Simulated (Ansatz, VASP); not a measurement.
## GaAs in VASP and in Ansatz

```
CELL_PARAMETERS angstrom
0.00000 2.87509 2.87509
2.87509 0.00000 2.87509
2.87509 2.87509 0.00000
ATOMIC_POSITIONS crystal
Ga 0.00000 0.00000 0.00000
As 0.75000 0.75000 0.75000
```

Alike in both runs: task relaxation of cell and atoms; functional LDA; k mesh 12 × 12 × 12; occupations gaussian, width 0.1 eV; no spin polarisation.

|  | VASP | Ansatz |
| --- | --- | --- |
| version | VASP 6.6.1 | Ansatz 0.2.0 |
| potentials or method | VASP PAW LDA potentials, release 64 (Ga_d, As), cutoff 600 eV | scalar-relativistic, plane waves, PAW |
| valence electrons in the cell | 18 | 28 |

```csv
,VASP,Ansatz,Ansatz less VASP
"gap on the k mesh at the Fermi level, each at its own relaxed structure (eV)",0.51,0.49,-0.019
relaxed volume (Å³/atom),22.08,21.99,-0.086
relaxed length of the cell vector where the two differ most in proportion (Å),3.967,3.962,-0.0052
```

LDA's correlation is that of Perdew and Zunger in VASP and of Perdew and Wang (1992) in Ansatz. VASP's potentials hold 18 valence electrons a cell and Ansatz's 28, so a difference there can come from the potentials and not from the codes.
